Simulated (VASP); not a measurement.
Wanted: the native input for a VASP 6.6.1 run.

```yaml
Task: single point
Functional: LDA
Potentials_or_basis: VASP PAW LDA potentials, release 64 (Sc_sv)
Cutoff: 520 eV
k_mesh: 9 × 9 × 5
Occupations: fermi-dirac, width 0.05 eV
Spin: no spin polarisation
Dipole_correction: no
Further_INCAR_settings: ALGO = Normal; EDIFF = 1e-06; NBANDS = 18
```

The structure of Sc lies in POSCAR:

```
Sc
1.0
    3.2286783874      0.0000000000      0.0000000000
   -1.6143391937      2.7961175041      0.0000000000
    0.0000000000      0.0000000000      4.9962955237
Sc
2
Direct
    0.3333333333      0.6666666667      0.2500000000
    0.6666666667      0.3333333333      0.7500000000
```

These files were run (other wordings do the same):

INCAR

```
SYSTEM = Sc
PREC = Accurate ; ENCUT = 520
EDIFF = 1E-6 ; ISMEAR = -1
SIGMA = 0.05 ; LREAL = .FALSE.
LASPH = .TRUE. ; NELM = 60
ALGO = Normal ; ISIF = 2
LWAVE = .FALSE. ; LCHARG = .FALSE.
NBANDS = 18
```

KPOINTS

```
regular mesh
0
G
  9 9 5
  0 0 0
```

Potentials or basis: VASP PAW LDA potentials, release 64 (Sc_sv).

Command:

```bash
$ cat potpaw_LDA.64/Sc_sv/POTCAR > POTCAR
$ mpirun -np 1 vasp_std > vasp.out
```

It gave:

```
Pressure               : 0.1 GPa
Band gap on the k mesh : zero (band 11 reaches 4.97 eV, above the bottom of band 12 at 3.38 eV)
```

Run time: 16 s on 1 thread of Intel(R) Xeon(R) Platinum 8559C (Emerald Rapids), on a shared host, peak memory 0.15 GiB.
